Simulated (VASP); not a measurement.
# S (Fm-3m) in VASP: further runs

S is run at these levels: PBEsol; tasks: single point.

Everything below comes from runs of VASP 6.6.1. Logs are shortened: lines on timing, memory, paths and dates and some standing lists are left out, and cuts for length are marked.

### 1 The cell of the first run

The structure is cubic, space group Fm-3m (No. 225). The conventional cell has a = 3.789 Å, b = 3.789 Å, c = 3.789 Å, α = 90.00°, β = 90.00°, γ = 90.00°. Within 3.5 Å of S (site symmetry m-3m) lie 12 S at 2.68 Å.

This isn't the form of S at room conditions, which is orthorhombic, of S8 rings.

### 2 Single point, PBEsol (strain -0.050 along x and y, -0.050 along z)

Input file INCAR:

```
SYSTEM = S
  PREC = Accurate
  ENCUT = 520
  EDIFF = 1E-6
  ISMEAR = 0
  SIGMA = 0.15
  LREAL = .FALSE.
  LASPH = .TRUE.
  NELM = 60
  ALGO = Normal
  ISIF = 2
  LWAVE = .FALSE.
  LCHARG = .TRUE.
  GGA = PS
  LELF = .TRUE.
  LVHAR = .TRUE.
  NBANDS = 9
```

Input file KPOINTS:

```
regular mesh
0
G
  20 20 20
  0 0 0
```

Input file POSCAR:

```
S
1.0
    0.0000000000      1.8946328268      1.8946328268
    1.8946328268      0.0000000000      1.8946328268
    1.8946328268      1.8946328268      0.0000000000
S
1
Direct
    0.0000000000      0.0000000000      0.0000000000
```

Potentials or basis: VASP PAW PBE potentials, release 64 (S).

Command:

```console
$ cat potpaw_PBE.64/S/POTCAR > POTCAR
$ mpirun -np 1 vasp_std > vasp.out
```

OUTCAR:

```text
SYSTEM = S
   PREC = Accurate
   ENCUT = 520
   EDIFF = 1E-6
   ISMEAR = 0
   LREAL = .FALSE.
   LASPH = .TRUE.
   NELM = 60
   ISIF = 2
   GGA = PS

 ion  position               nearest neighbor table
   1  0.000  0.000  0.000-

  LATTYP: Found a face centered cubic cell.
 ALAT       =     3.7892656536

  Lattice vectors:

 A1 = (   0.0000000000,   1.8946328268,   1.8946328268)
 A2 = (   1.8946328268,   0.0000000000,   1.8946328268)
 A3 = (   1.8946328268,   1.8946328268,   0.0000000000)

Analysis of symmetry for initial positions (statically):
=====================================================================
 Subroutine PRICEL returns:
 Original cell was already a primitive cell.

 Routine SETGRP: Setting up the symmetry group for a
 face centered cubic supercell.

 Subroutine GETGRP returns: Found 48 space group operations
 (whereof 48 operations were pure point group operations)
 out of a pool of 48 trial point group operations.

The static configuration has the point symmetry O_h .

Analysis of symmetry for dynamics (positions and initial velocities):
=====================================================================
 Subroutine PRICEL returns:
 Original cell was already a primitive cell.

 Routine SETGRP: Setting up the symmetry group for a
 face centered cubic supercell.

 Subroutine GETGRP returns: Found 48 space group operations
 (whereof 48 operations were pure point group operations)
 out of a pool of 48 trial point group operations.

The dynamic configuration has the point symmetry O_h .

 Subroutine INISYM returns: Found 48 space group operations
 (whereof 48 operations are pure point group operations),
 and found     1 'primitive' translations

----------------------------------------------------------------------------------------

                                     Primitive cell

  volume of cell :      13.6021

  direct lattice vectors                    reciprocal lattice vectors
     0.000000000  1.894632827  1.894632827    -0.263903376  0.263903376  0.263903376
     1.894632827  0.000000000  1.894632827     0.263903376 -0.263903376  0.263903376
     1.894632827  1.894632827  0.000000000     0.263903376  0.263903376 -0.263903376

  length of vectors
     2.679415439  2.679415439  2.679415439     0.457094056  0.457094056  0.457094056

  position of ions in fractional coordinates (direct lattice)
     0.000000000  0.000000000  0.000000000

  ion indices of the primitive-cell ions
   primitive index   ion index
                 1           1

----------------------------------------------------------------------------------------

 KPOINTS: regular mesh

Automatic generation of k-mesh.
 Grid dimensions read from file:
 generate k-points for:   20   20   20

 Generating k-lattice:

  Cartesian coordinates                     Fractional coordinates (reciprocal lattice)
    -0.013195169  0.013195169  0.013195169     0.050000000  0.000000000  0.000000000
     0.013195169 -0.013195169  0.013195169     0.000000000  0.050000000  0.000000000
     0.013195169  0.013195169 -0.013195169     0.000000000  0.000000000  0.050000000

  Length of vectors
     0.022854703  0.022854703  0.022854703

  Shift w.r.t. Gamma in fractional coordinates (k-lattice)
     0.000000000  0.000000000  0.000000000

 Subroutine IBZKPT returns following result:
 ===========================================

 Found    256 irreducible k-points:

 Following reciprocal coordinates:
            Coordinates               Weight
  0.000000  0.000000  0.000000      1.000000
  0.050000  0.000000  0.000000      8.000000
  0.100000  0.000000  0.000000      8.000000
  0.150000  0.000000  0.000000      8.000000
  0.200000  0.000000  0.000000      8.000000
  0.250000  0.000000  0.000000      8.000000
[... 16 lines left out ...]
 -0.400000  0.050000  0.000000     24.000000
 -0.350000  0.050000  0.000000     24.000000
 [... further k-points ...]
   k-points           NKPTS =    256   k-points in BZ     NKDIM =    256   number of bands    NBANDS=      9
   number of dos      NEDOS =    301   number of ions     NIONS =      1
   total plane-waves  NPLWV =   8000
   dimension x,y,z NGX =    20 NGY =   20 NGZ =   20
   dimension x,y,z NGXF=    40 NGYF=   40 NGZF=   40
   ions per type =               1
   NGX,Y,Z   is equivalent  to a cutoff of  12.41, 12.41, 12.41 a.u.
   NGXF,Y,Z  is equivalent  to a cutoff of  24.82, 24.82, 24.82 a.u.
 SYSTEM =  S
   PREC   = accura    normal or accurate (medium, high low for compatibility)
   ISTART =      0    job   : 0-new  1-cont  2-samecut
   ICHARG =      2    charge: 1-file 2-atom 10-const
   ISPIN  =      1    spin polarized calculation?
   LNONCOLLINEAR =      F non collinear calculations
   LSORBIT =      F    spin-orbit coupling
   LASPH  =      T    aspherical Exc in radial PAW
   ENCUT  =  520.0 eV  38.22 Ry    6.18 a.u.   4.98  4.98  4.98*2*pi/ulx,y,z
   NELM   =     60;   NELMIN=  2; NELMDL= -5     # of ELM steps
   EDIFF  = 0.1E-05   stopping-criterion for ELM
   LREAL  =      F    real-space projection
   EDIFFG = 0.1E-04   stopping-criterion for IOM
   NSW    =      0    number of steps for IOM
   IBRION =     -1    ionic relax: 0-MD 1-quasi-New 2-CG
   NFREE  =      0    steps in history (QN), initial steepest desc. (CG)
   ISIF   =      2    stress and relaxation
   ISYM   =      2    0-nonsym 1-usesym 2-fastsym
   POTIM  = 0.5000    time-step for ionic-motion
   TEBEG  =    0.0;   TEEND  =   0.0 temperature during run
   PSTRESS=    0.0 pullay stress
   NELECT =       6.0000    total number of electrons
   NUPDOWN=      -1.0000    fix difference up-down
   EMIN   =  10.00;   EMAX   =-10.00  energy-range for DOS
   EFERMI =   0.00;   METHOD = LEGACY
   ISMEAR =     0;   SIGMA  =   0.15  broadening in eV -4-tet -1-fermi 0-gaus
   EFERMI_NEDOS =   21; number of points for ismear=-14 and -15
   IALGO  =     38    algorithm
   IMIX   =      4    mixing-type and parameters
     AMIX     =   0.40;   BMIX     =  1.00
     AMIX_MAG =   1.60;   BMIX_MAG =  1.00
  volume/ion in A,a.u.               =      13.60        91.79
  Fermi-wavevector in a.u.,A,eV,Ry     =   1.246207  2.354990 21.130282  1.553032
  Thomas-Fermi vector in A             =   2.380395
   LORBIT       =      0    0 simple, 1 ext, 2 COOP (PROOUT), +10 PAW based schemes
   GGA     = PS    functional components
   LHFCALC =     F    Hartree Fock is set to
   AEXX    =    0.0000 exact exchange contribution
   IVDW    =     0    specifies the selected vdW correction
   LEPSILON=     F    determine dielectric tensor
   LRPA    =     F    only Hartree local field effects (RPA)
 non-spin polarized calculation
 Gauss-broadening in eV      SIGMA  =   0.15
  energy-cutoff  :      520.00
  volume of cell :       13.60
 maximum number of plane-waves:       380
   NGX =  9   NGY =  9   NGZ =  9

 number of electron       6.0000002 magnetization

 Free energy of the ion-electron system (eV)
  ---------------------------------------------------
  ext. energy  EPLUGINS =         0.00000000
  ---------------------------------------------------
  free energy    TOTEN  =        -3.29890212 eV

  energy without entropy =       -3.29173667  energy(sigma->0) =       -3.29531940

 E-fermi :   9.7719     XC(G=0): -12.0277

 val. band max:        9.7648834181   @ k =   0.3500   0.3000   0.0000
 cond. band min:       9.8102612465   @ k =  -0.3000   0.1500   0.0500
 fundamental gap:      0.0453778284
 Fermi energy:         9.7719441316

 k-point     1 :       0.0000    0.0000    0.0000
  band No.  band energies     occupation
      1      -8.6406      2.00000
      2      13.8735      0.00000
      3      13.8735      0.00000
      4      13.8735      0.00000
      5      21.9264      0.00000
      6      21.9264      0.00000
      7      21.9264      0.00000
      8      26.5680      0.00000
      9      28.0735      0.00000

 k-point     2 :       0.0500    0.0000    0.0000
  band No.  band energies     occupation
      1      -8.5716      2.00000
      2      13.4400      0.00000
      3      13.8097      0.00000
      4      13.8097      0.00000
      5      21.8399      0.00000
      6      22.0595      0.00000
      7      22.0595      0.00000
      8      26.7626      0.00000
      9      27.8339      0.00000

 k-point     3 :       0.1000    0.0000    0.0000
  band No.  band energies     occupation
      1      -8.3649      2.00000
      2      12.2995      0.00000
      3      13.6363      0.00000
      4      13.6363      0.00000
      5      21.5897      0.00000
      6      22.4081      0.00000
      7      22.4081      0.00000
      8      27.2877      0.00000
      9      27.2893      0.00000

 k-point     4 :       0.1500    0.0000    0.0000
  band No.  band energies     occupation
      1      -8.0224      2.00000
      2      10.7502      0.00000
      3      13.3948      0.00000
      4      13.3948      0.00000
      5      21.2378      0.00000
      6      22.8017      0.00000
      7      22.8017      0.00000
      8      26.8026      0.00000
      9      26.8026      0.00000
[... 205 lines left out ...]
 k-point    22 :      -0.4500    0.0500    0.0000
  band No.  band energies     occupation
      1      -3.5638      2.00000
      2       1.1175      2.00000
      3      11.7641      0.00000
      4      12.2049      0.00000
      5      20.0593      0.00000
      6      20.8563      0.00000
      7      21.2152      0.00000
      8      27.8905      0.00000
      9      32.4779      0.00000

 k-point    23 :      -0.4000    0.0500    0.0000
  band No.  band energies     occupation
      1      -4.2330      2.00000
      2       2.0688      2.00000
      3      11.7336      0.00000
      4      12.3691      0.00000
      5      20.1467      0.00000
      6      21.1158      0.00000
      7      21.3021      0.00000
      8      28.0803      0.00000
      9      31.0456      0.00000

 k-point    24 :      -0.3500    0.0500    0.0000
  band No.  band energies     occupation
      1      -5.0766      2.00000
      2       3.4307      2.00000
      3      11.7710      0.00000
      4      12.5770      0.00000
      5      20.2742      0.00000
      6      21.5314      0.00000
      7      21.5467      0.00000
      8      28.3540      0.00000
      9      29.5357      0.00000

 [... further k-points ...]

------------------------ aborting loop because EDIFF is reached ----------------------------------------

  FORCE on cell =-STRESS in cart. coord.  units (eV):
  Direction    XX          YY          ZZ          XY          YZ          ZX
  --------------------------------------------------------------------------------------
  -------------------------------------------------------------------------------------
  Total        0.9113281      0.9113281      0.9113281     -0.0000000     -0.0000000      0.0000000
  in kB      107.3445918    107.3445918    107.3445918     -0.0000000     -0.0000000      0.0000000
  external PRESSURE =     107.3445918 kB  Pullay stress =       0.0000000 kB

 VOLUME and BASIS-vectors are now :
 -----------------------------------------------------------------------------
  energy-cutoff  :      520.00
  volume of cell :       13.60
      direct lattice vectors                 reciprocal lattice vectors
     0.000000000  1.894632827  1.894632827    -0.263903376  0.263903376  0.263903376
     1.894632827  0.000000000  1.894632827     0.263903376 -0.263903376  0.263903376
     1.894632827  1.894632827  0.000000000     0.263903376  0.263903376 -0.263903376

 POSITION                                       TOTAL-FORCE (eV/Angst)
 -----------------------------------------------------------------------------------
      0.00000      0.00000      0.00000         0.000000      0.000000      0.000000
 -----------------------------------------------------------------------------------
    total drift:                                0.000000      0.000000     -0.000000

  FREE ENERGIE OF THE ION-ELECTRON SYSTEM (eV)
  ---------------------------------------------------
  free  energy   TOTEN  =        -3.2989021240 eV

  energy  without entropy=       -3.2917366743  energy(sigma->0) =       -3.29531940
```

It took 7.7 s on 1 thread of Intel Xeon 6975P-C (Granite Rapids), shared host; peak memory 0.14 GiB.

Results:

| Quantity | Value |
| --- | --- |
| Free energy | -3.2989 eV |
| Pressure | 10.7 GPa |
| Band gap on the k mesh | zero (bands 3 and 4 overlap by 7.45 eV) |

Levels at points of the mesh, in eV from the Fermi level:
```tsv
k point	band 1	band 2	band 3	band 4	band 5	band 6	band 7
(0.00, 0.00, 0.00)	-18.41	4.10	4.10	4.10	12.15	12.15	12.15
(0.50, 0.00, 0.00)	-13.23	-8.93	2.46	2.46	9.98	11.25	11.25
(0.50, 0.50, 0.00)	-11.04	-7.72	-0.98	-0.98	4.89	5.09	23.46
```

Caveat: the cell differs from its parent crystal (strain -0.050 along x and y, -0.050 along z); the cell stands under pressure; the PAW data sets were made with another functional, which shifts forces and pressure a little.

(Part 1 of 2 ends here.)

The gap in the log of VASP goes by the Fermi energy; the results here count the filled bands.